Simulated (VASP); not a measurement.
## Lu: relaxation of cell and atoms with LDA

Crystal: Lu.

```
Lu
1.0
     3.19000    0.00000    0.00000
     0.00000    3.19000    0.00000
     0.00000    0.00000    3.19000
Lu
1
Direct
  0.00000 0.00000 0.00000
```

This isn't the form of Lu at room conditions, which is hcp.

| Quantity | Value |
| --- | --- |
| Program | VASP 6.6.1 |
| Task | relaxation of cell and atoms |
| Functional | LDA |
| Potentials or basis | VASP PAW PBE potentials, release 64 (Lu) |
| Cutoff | 600 eV |
| k mesh | 15 × 15 × 15 |
| Occupations | fermi-dirac, width 0.1 eV |
| Spin | no spin polarisation |
| Dipole correction | no |
| Further INCAR settings | ALGO = Normal; EDIFF = 1e-06; IBRION = 2; EDIFFG = -0.02; NSW = 60; ISIF = 3 |

```json
{"Relaxed volume": "28.64 Å³/atom", "Relaxed cell": "a = 3.060 Å, b = 3.060 Å, c = 3.060 Å, α = 90.00°, β = 90.00°, γ = 90.00°", "Space group after relaxing (to 0.1 Å)": "Pm-3m (No. 221)", "Energy gained by relaxing": "46.8 meV/atom", "Ionic steps": "4", "Pressure after relaxing": "-0.1 GPa", "Band gap on the k mesh": "zero (an odd number of electrons rules out a gap without spin polarisation)"}
```

Step by step:
```
step  energy change (eV)  largest force (eV/Å)  pressure (GPa)  volume (Å³)
   1              0.0000                0.0000           -3.61        32.46
   2             -0.0457                0.0000           -0.76        29.15
   3             -0.0466                0.0000            0.39        28.39
   4             -0.0468                0.0000           -0.07        28.64
```

Final structure:
```
Lu
1.0
     3.05959    0.00000    0.00000
     0.00000    3.05959    0.00000
     0.00000    0.00000    3.05959
Lu
1
Cartesian
  0.0000 0.0000 0.0000
```

Levels at points of the mesh, in eV from the Fermi level:
```
           k point  band 8  band 9  band 10  band 11  band 12  band 13  band 14  band 15  band 16
(0.00, 0.00, 0.00)   -5.21   -5.17    -5.17    -5.17    -5.13    -0.62    -0.62     6.81     6.81
```

Wall time 4.7 min on 1 thread of Intel(R) Xeon(R) Platinum 8375C CPU @ 2.90GHz (Ice Lake) (shared host), peak memory 0.21 GiB.

Caveat: the PAW data sets were made with another functional, which shifts forces and pressure a little; spin-orbit coupling is left out, which moves the levels of the heavy elements.
